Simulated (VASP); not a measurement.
Here is a VASP 6.6.1 calculation.

INCAR

```
PREC = Accurate
ENCUT = 520
EDIFF = 1E-8
ISMEAR = -1
SIGMA = 0.08
LREAL = F
LASPH = T
NELM = 100
ALGO = Normal
ISIF = 2
LWAVE = F
LCHARG = F
GGA = PS
LEFG = T
NBANDS = 15
```

File KPOINTS:

```
regular mesh
0
Gamma
  17 17 10
```

File POSCAR:

```
Os
1.0
    2.7340999755      0.0000000000      0.0000000000
   -1.3670499878      2.3678000353      0.0000000000
    0.0000000000      0.0000000000      4.2765030000
Os
2
Direct
    0.3333333333      0.6666666667      0.2500000000
    0.6666666667      0.3333333333      0.7500000000
```

Potentials or basis: VASP PAW PBE potentials, release 64 (Os).

Run with:

```sh
$ cat potpaw_PBE.64/Os/POTCAR > POTCAR
$ mpirun -np 1 vasp_std > vasp.out
```

**Question.** What does it give for the band gap on the k mesh?

**Answer.** Zero (band 8 reaches 11.50 eV, above the bottom of band 9 at 7.59 eV).

**Question.** What does it give for the pressure?

**Answer.** 2.4 GPa.

Electric field gradients, principal values (V/Å²):
```
atom   least  middle  greatest (by size)
1 Os  51.876  51.876            -103.752
2 Os  51.876  51.876            -103.752
```

Caveat: the cell differs from its parent crystal (zz strain of -1 %); without QUAD_EFG the Cq values of the log hold for a quadrupole moment of 1 mb, not for the nuclei; the PAW data sets were made with another functional, which shifts forces and pressure a little; spin-orbit coupling is left out, which moves the levels of the heavy elements.
